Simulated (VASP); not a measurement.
# PtPb: electric field gradients with LDA

The system is PtPb.

```
Pt Pb
1.0
     4.33336    0.00000    0.00000
    -2.16668    3.75280    0.00000
     0.00000    0.00000    5.56301
Pt Pb
2 2
Direct
  0.33333 0.66667 0.25000
  0.66667 0.33333 0.75000
  0.00000 0.00000 0.00000
  0.00000 0.00000 0.50000
```

This cell differs from its parent crystal: volume scaled by 1.06.

* Program: VASP 6.6.1
* Task: electric field gradients
* Functional: LDA
* Potentials or basis: VASP PAW LDA potentials, release 64 (Pt, Pb_d)
* Cutoff: 520 eV
* k mesh: 10 × 10 × 7
* Occupations: fermi-dirac, width 0.05 eV
* Spin: no spin polarisation
* Dipole correction: no
* Further INCAR settings: ALGO = Normal; EDIFF = 1e-08; NBANDS = 32

The pressure is 0.1 GPa. The band gap on the k mesh is zero (band 24 reaches 9.69 eV, above the bottom of band 25 at 7.13 eV).

Stress tensor (GPa, compression positive):
```
-7.54  0.00  0.00
 0.00 -7.54  0.00
 0.00  0.00 15.50
```

Levels at points of the mesh, in eV from the Fermi level:
```csv
k point,band 20,band 21,band 22,band 23,band 24,band 25,band 26,band 27,band 28,band 29
"(0.00, 0.00, 0.00)",-2.41,-2.41,-2.11,-1.22,1.75,3.15,3.15,5.10,5.45,5.45
"(0.50, 0.00, 0.00)",-2.01,-1.86,-1.64,-0.74,-0.73,-0.29,0.68,0.85,5.39,6.51
```

Electric field gradients, principal values (V/Å²):
| atom | least | middle | greatest (by size) |
| --- | --- | --- | --- |
| 1 Pt | -27.765 | -27.766 | 55.530 |
| 2 Pt | -27.765 | -27.766 | 55.530 |
| 3 Pb | -4.645 | -4.645 | 9.290 |
| 4 Pb | -4.645 | -4.645 | 9.290 |

It took 2.9 min on 1 thread of Intel Xeon 8259CL, with other jobs on the host, peak memory 0.27 GiB.

Caveat: without QUAD_EFG the Cq values of the log hold for a quadrupole moment of 1 mb, not for the nuclei; spin-orbit coupling is left out, which moves the levels of the heavy elements.
